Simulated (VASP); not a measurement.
Write the native input for VASP 6.6.1 that does the following.

```yaml
Task: single point
Functional: LDA
Potentials_or_basis: VASP PAW LDA potentials, release 64 (Pb_d)
Cutoff: 520 eV
k_mesh: 10 × 10 × 10
Occupations: fermi-dirac, width 0.08 eV
Spin: no spin polarisation
Dipole_correction: no
Further_INCAR_settings: ALGO = Normal; EDIFF = 1e-07; NBANDS = 21
```

The structure of Pb lies in POSCAR:

```
Pb
1.0
    0.0000000000      3.2943653707      3.2943653707
    3.2943653707      0.0000000000      3.2943653707
    3.2943653707      3.2943653707      0.0000000000
Pb
2
Direct
   -0.1250000000     -0.1250000000     -0.1250000000
    0.1250000000      0.1250000000      0.1250000000
```

This cell differs from its parent crystal: volume scaled by 0.9.

The input as run:

INCAR

```
SYSTEM = Pb
PREC = Accurate
ENCUT = 520
EDIFF = 1E-7
ISMEAR = -1
SIGMA = 0.08
LREAL = .False.
LASPH = .True.
NELM = 100
ALGO = Normal
ISIF = 2
LWAVE = .False.
LCHARG = .False.
GGA = CA
NBANDS = 21
```

KPOINTS

```
Automatic mesh
0
Gamma
  10 10 10
  0 0 0
```

Potentials or basis: VASP PAW LDA potentials, release 64 (Pb_d).

The run is started by

```sh
$ cat potpaw_LDA.64/Pb_d/POTCAR > POTCAR
$ mpirun -np 1 vasp_std > vasp.out
```

Results of the run:

| Item | Value |
| --- | --- |
| Pressure | 4.7 GPa |
| Band gap on the k mesh | zero (band 14 reaches 5.79 eV, above the bottom of band 15 at 4.41 eV) |

Caveat: spin-orbit coupling is left out, which moves the levels of the heavy elements.

Wall time 28 s on 1 thread of Intel(R) Xeon(R) 6975P-C (Granite Rapids), with other jobs on the host, peak memory 0.19 GiB.
